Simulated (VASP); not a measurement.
Runs of VASP 6.6.1 on SiC. The structure is that of space group F-43m (No. 216), or close to it. The cells are those of the table. 

| task | level | cell | k mesh | cutoff (eV) | smearing | grid for exact exchange (PRECFOCK) | share of exact exchange | screening parameter | gap on the mesh (eV) | pressure (GPa) | relaxed volume (Å³/atom) |
| --- | --- | --- | --- | --- | --- | --- | --- | --- | --- | --- | --- |
| relaxation of cell and atoms | HSE06 | relaxed from a = 3.080 Å, angles 60.0°, 2 atoms | 6 × 6 × 6 | 600 | fermi-dirac 0.02 eV | Normal | 0.25 | 0.2079 1/Å | 2.23 | 0.0 | 10.26 |
| single point | r2SCANh | a = 3.080 Å, angles 60.0°, 2 atoms | 8 × 8 × 8 | 520 | gaussian 0.01 eV | Normal | 0.1 | - | 2.30 | -1.5 | - |
| relaxation of cell and atoms | r2SCAN | relaxed from a = 3.097 Å, angles 60.0°, 2 atoms | 10 × 10 × 10 | 600 | fermi-dirac 0.02 eV | - | - | - | 1.72 | 0.0 | (a) |
| dielectric tensor | r2SCAN | a = 3.080 Å, angles 60.0°, 2 atoms | 8 × 8 × 8 | 520 | gaussian 0.01 eV | - | - | - | 1.72 | - | - |
| dielectric tensor | PBE | a = 3.080 Å, angles 60.0°, 2 atoms | 8 × 8 × 8 | 520 | gaussian 0.01 eV | - | - | - | (b) | - | - |
| single point | HSE06 | a = 3.075 Å, angles 60.0°, 2 atoms | 6 × 6 × 6 | 520 | fermi-dirac 0.02 eV | Normal | 0.25 | 0.2079 1/Å | 2.23 | -0.4 | - |

Alike in all rows: potentials or basis VASP PAW PBE potentials, release 64 (Si, C); no spin polarisation.

Task: Estimate the missing entries.

Result: (a) 10.32; (b) 1.35.

Caveats: the PAW data sets were made with another functional, which shifts forces and pressure a little (at least some runs).

A k mesh can miss the band edges.
